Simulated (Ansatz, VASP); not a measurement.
# One calculation of NaI, two programs

```
Na I
1.0
     0.00000    3.22963    3.22963
     3.22963    0.00000    3.22963
     3.22963    3.22963    0.00000
Na I
1 1
Direct
  0.00000 0.00000 0.00000
  0.50000 0.50000 0.50000
```

Alike in both runs: task single point; functional PBEsol; k mesh 6 × 6 × 6; no spin polarisation.

|  | VASP | Ansatz |
| --- | --- | --- |
| version | VASP 6.6.1 | Ansatz 0.2.0 |
| potentials or method | VASP PAW PBE potentials, release 64 (Na_pv, I) | plane waves |
| plane-wave cutoff (eV) | 500 | 420 |
| occupations | methfessel-paxton of order 1, width 0.05 eV | cold, width 0.05 eV |
| valence electrons in the cell | 14 | 26 |

```csv
,VASP,Ansatz,Ansatz less VASP
gap on the k mesh at the Fermi level (eV),3.52,3.53,+0.004
pressure (GPa),-0.4,-0.4,-0.03
```

VASP's potentials were made for PBE, not for PBEsol. VASP's potentials hold 14 valence electrons a cell and Ansatz's 26, so a difference there can come from the potentials and not from the codes.

Neither program's run includes spin-orbit coupling.
